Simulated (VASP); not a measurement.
# Ag3SnSe: single point with PBE

The system is Ag3SnSe.

```
Ag Sn Se
1.0
     5.22762    0.00000    0.00000
     0.00000    5.22762    0.00000
     0.00000    0.00000    5.22762
Ag Sn Se
3 1 1
Cartesian
  2.6138 0.0000 0.0000
  0.0000 2.6138 0.0000
  0.0000 0.0000 2.6138
  0.0000 0.0000 0.0000
  2.6138 2.6138 2.6138
```

- Program: VASP 6.6.1
- Task: single point
- Functional: PBE
- Potentials or basis: VASP PAW PBE potentials, release 64 (Ag, Sn_d, Se)
- Cutoff: 520 eV
- k mesh: 4 × 4 × 4
- Occupations: gaussian, width 0.1 eV
- Spin: no spin polarisation
- Dipole correction: no
- Further INCAR settings: ALGO = Normal; EDIFF = 1e-06; NBANDS = 34

* Pressure: -0.1 GPa

Levels at points of the mesh, in eV from the Fermi level:
```
           k point  band 24  band 25  band 26  band 27  band 28  band 29
(0.00, 0.00, 0.00)    -1.72    -1.72     0.04     0.04     0.04     1.72
(0.50, 0.00, 0.00)    -0.74    -0.74    -0.74    -0.19    -0.19     2.10
(0.50, 0.50, 0.00)    -2.45    -0.48     0.43     0.43     0.60     2.05
(0.50, 0.50, 0.50)    -1.68    -1.68    -0.96    -0.96    -0.96     4.16
```

It took 75 s on 1 thread of Intel(R) Xeon(R) Platinum 8488C (Sapphire Rapids), on a shared host, peak memory 0.26 GiB.

Caveat: spin-orbit coupling is left out, which moves the levels of the heavy elements.
